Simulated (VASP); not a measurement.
Input of a VASP 6.6.1 run:

Contents of INCAR:

```
SYSTEM = InSb
ALGO = Normal ; EDIFF = 1E-8
ENCUT = 600 ; GGA = PE
IBRION = 6 ; ISIF = 3
ISMEAR = -1 ; LASPH = .TRUE.
LCHARG = .TRUE. ; LREAL = .FALSE.
LWAVE = .FALSE. ; NELM = 60
NFREE = 2 ; NSW = 1
POTIM = 0.015 ; PREC = Accurate
SIGMA = 0.15
```

Contents of KPOINTS:

```
k-points
0
G
  8 8 8
  0 0 0
```

POSCAR

```
InSb
1.0
    0.0000000000      3.3308000000      3.3308000000
    3.3308000000      0.0000000000      3.3308000000
    3.3308000000      3.3308000000      0.0000000000
In Sb
1 1
Direct
    0.0000000000      0.0000000000      0.0000000000
    0.2500000000      0.2500000000      0.2500000000
```

Potentials or basis: VASP PAW PBE potentials, release 64 (In_d, Sb).

Command:

```sh
$ cat potpaw_PBE.64/In_d/POTCAR potpaw_PBE.64/Sb/POTCAR > POTCAR
$ mpirun -np 1 vasp_std > vasp.out
```

(1) What does it give for the elastic constants C11, C12, C44?

(2) What does it give for the Voigt bulk modulus?

(3) Estimate the highest phonon frequency at Γ, LO-TO splitting left out.

## Answers

(1) 52, 26, 24 GPa.

(2) 35 GPa.

(3) 160 cm⁻¹.
